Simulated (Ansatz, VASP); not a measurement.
KZnF3: VASP beside Ansatz

```xyz
10
Lattice="0.0004 4.1292 0.0004 -0.0010 0.0004 4.1254 8.2520 0.0007 -0.0020" Properties=species:S:1:pos:R:3 pbc="T T T"
K    -0.0001   -0.0001    0.0000
K     4.1261    0.0003   -0.0006
Zn    2.0627    2.0651    2.0621
Zn    6.1887    2.0654    2.0618
F    -0.0003    2.0648    2.0628
F     4.1257    2.0651    2.0617
F     2.0628    0.0005    2.0616
F     6.1886    0.0007    2.0618
F     2.0631    2.0651   -0.0008
F     6.1891    2.0651   -0.0008
```

Change from the starting cell: cell x2, atoms moved at random (sigma 0.15 Å) and cell strained at random (1.5 %), then relaxed without symmetry.

Alike in both runs: functional PBE; k mesh 4 × 4 × 2; occupations gaussian, width 0.1 eV; no spin polarisation.

Ansatz relaxed the structure, and its values are those at the end. VASP's run is a single point on that final structure, the one shown.

```csv
,VASP,Ansatz
version,VASP 6.6.1,Ansatz 0.2.0
potentials or method,"VASP PAW PBE potentials, release 64 (K_sv, Zn, F), cutoff 520 eV","scalar-relativistic, plane waves, PAW"
valence electrons in the cell,84,84
```

```csv
,VASP,Ansatz,Ansatz less VASP
gap on the k mesh at the Fermi level (eV),3.65,3.71,+0.062
least direct gap on the mesh (eV),5.12,5.17,+0.048
pressure (GPa),0.3,0.0,-0.22
```
